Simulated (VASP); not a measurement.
Input of a VASP 6.6.1 run:

Contents of INCAR:

```
SYSTEM = CdS
ALGO     = Normal         ! electronic algorithm
EDIFF    = 1E-6           ! SCF threshold, eV
ENCUT    = 520            ! plane-wave cutoff, eV
ISIF     = 2              ! what is computed and relaxed
ISMEAR   = 0              ! smearing method
LASPH    = .True.         ! aspherical terms in the spheres
LCHARG   = .True.         ! write CHGCAR
LELF     = .True.         ! ELF
LREAL    = .False.        ! projectors in reciprocal space
LVHAR    = .True.       
LWAVE    = .False.        ! write WAVECAR
NBANDS   = 26             ! bands
NELM     = 100            ! most SCF steps
PREC     = Accurate       ! precision mode
SIGMA    = 0.01           ! smearing width, eV
```

The input KPOINTS:

```
k-points
0
Gamma
  12 12 4
  0 0 0
```

The input POSCAR:

```
CdS
1.0
    4.1646212874      0.0000000000      0.0000000000
   -2.0823106437      3.6066678320      0.0000000000
    0.0000000000      0.0000000000      6.7659752894
Cd S
2 2
Direct
    0.3333333333      0.6666666667     -0.0009650946
    0.6666666667      0.3333333333      0.4990349054
    0.3333333333      0.6666666667      0.3759650946
    0.6666666667      0.3333333333      0.8759650946
```

Potentials or basis: VASP PAW LDA potentials, release 64 (Cd, S).

Command:

```sh
$ cat potpaw_LDA.64/Cd/POTCAR potpaw_LDA.64/S/POTCAR > POTCAR
$ mpirun -np 1 vasp_std > vasp.out
```

(1) Predict the pressure.

(2) Estimate the band gap on the k mesh.

Results:

(1) -3.3 GPa.

(2) 0.91 eV, direct.
